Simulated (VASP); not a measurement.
Input of a VASP 6.6.1 run:

File INCAR:

```
PREC = Accurate ; ENCUT = 520
EDIFF = 1E-6 ; ISMEAR = -1
SIGMA = 0.05 ; LREAL = Auto
LASPH = True ; NELM = 100
ALGO = Normal ; ISIF = 2
LWAVE = False ; LCHARG = True
GGA = PE ; LELF = True
LVHAR = True ; NBANDS = 57
```

The input KPOINTS:

```
regular mesh
0
Gamma
  3 2 2
```

Contents of POSCAR:

```
Rb2Al2As2O9
1.0
    6.1314510000     -0.3908270000     -0.3169470000
   -0.3212560000      7.1028260000      0.3362350000
   -0.4552510000     -1.2055410000      6.7636420000
As Al O Rb
2 2 9 2
Direct
    0.3927051621      0.2115589039      1.0036724615
    0.6786152850      0.8572702316      0.9886923084
    0.9776028608      0.5745460367      0.8405993113
    0.4319543911      0.9018327486      0.3143606528
    0.7737806092      0.2085029579      0.9974740607
    0.0431461541      0.8736506715      0.0364392602
    0.2341444587      0.4923776213      0.8025331315
    0.3029310498      0.7501949184      0.5064069475
    0.3691884965      0.4841054500      0.5101568046
    0.5484113992      0.0359694686      0.8036648234
    0.3342724394      0.8935745145      0.7674401779
    0.4351178368      0.2075172662      0.2965342821
    0.2639104752      0.6293170950      0.0262981394
    0.7807067531      0.5463026992      0.3080656213
    0.0029036727      0.0879666529      0.5703489101
```

Potentials or basis: VASP PAW PBE potentials, release 64 (As, Al, O, Rb_sv).

Launch:

```console
$ cat potpaw_PBE.64/As/POTCAR potpaw_PBE.64/Al/POTCAR potpaw_PBE.64/O/POTCAR potpaw_PBE.64/Rb_sv/POTCAR > POTCAR
$ mpirun -np 1 vasp_std > vasp.out
```

(1) Estimate the largest force.

(2) What does it give for the band gap on the k mesh?

(3) Predict the pressure.

Answers

(1) 3.160 eV/Å.

(2) 0.05 eV, indirect (least direct gap 0.10 eV).

(3) -6.8 GPa.

Caveat: the k points lie up to 0.46 Å⁻¹ apart.
